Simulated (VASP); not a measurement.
Set up this calculation in VASP 6.6.1, as the native input.

* Task: single point
* Functional: PBE
* Potentials or basis: VASP PAW PBE potentials, release 64 (Al)
* Cutoff: 500 eV
* k mesh: 9 × 9 × 6
* Occupations: methfessel-paxton, width 0.28 eV
* Spin: no spin polarisation
* Dipole correction: no
* Further INCAR settings: ALGO = Normal; EDIFF = 1e-06; NBANDS = 10

The structure of Al lies in POSCAR:

```
Al
1.0
    2.9803547233      0.0000000000      0.0000000000
   -1.4901773616      2.5810629027      0.0000000000
    0.0000000000      0.0000000000      5.1573936551
Al
2
Direct
    0.6666666667      0.3333333333      0.7500000000
    0.3333333333      0.6666666667      0.2500000000
```

These files were run (other wordings do the same):

INCAR

```
SYSTEM = Al
PREC = Accurate ; ENCUT = 500
EDIFF = 1E-6 ; ISMEAR = 1
SIGMA = 0.28 ; LREAL = .FALSE.
LASPH = .TRUE. ; NELM = 120
ALGO = Normal ; ISIF = 2
LWAVE = .FALSE. ; LCHARG = .FALSE.
GGA = PE ; NBANDS = 10
GGA_COMPAT = .FALSE.
```

KPOINTS

```
Automatic mesh
0
G
  9 9 6
  0 0 0
```

Potentials or basis: VASP PAW PBE potentials, release 64 (Al).

Command:

```sh
$ cat potpaw_PBE.64/Al/POTCAR > POTCAR
$ mpirun -np 1 vasp_std > vasp.out
```

It gave:

- Pressure: -8.8 GPa
- Band gap on the k mesh: zero (band 3 reaches 9.25 eV, above the bottom of band 4 at 3.50 eV)

Run time: 23 s on 1 thread of AMD EPYC 7R13, on a shared host, peak memory 0.12 GiB.
